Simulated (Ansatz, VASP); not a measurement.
**MgCdO: VASP beside Ansatz**

```
Mg Cd O
1.0
     3.88391    0.00000    0.00000
    -1.94195    3.36356    0.00000
     0.00000    0.00000    4.03135
Mg Cd O
1 1 1
Cartesian
  0.0000 0.0000 2.0157
  0.0000 2.2424 0.0000
  1.9420 1.1212 0.0000
```

Change from the starting cell: species swapped into the TbNiAs type (P-6m2, No. 187).

Alike in both runs: functional PBE; k mesh 12 × 12 × 12; occupations gaussian, width 0.1 eV; no spin polarisation.

Ansatz relaxed the structure, and its values are those at the end. VASP's run is a single point on that final structure, the one shown.

|  | VASP | Ansatz |
| --- | --- | --- |
| version | VASP 6.6.1 | Ansatz 0.2.0 |
| potentials or method | VASP PAW PBE potentials, release 64 (Mg_sv, Cd_sv_GW, O), cutoff 750 eV | scalar-relativistic, plane waves, PAW |
| valence electrons in the cell | 36 | 36 |

VASP gave:

```
gap on the k mesh at the Fermi level (eV) : none
pressure (GPa)                            : -0.4
```

Task: What did Ansatz give for the same quantities?

Result: gap on the k mesh at the Fermi level (eV): none; pressure (GPa): 0.0.

A gap of «none» marks a metal or a gap that the smearing closes. The functional is the same, so the differences come from potentials, cutoffs and numerics.
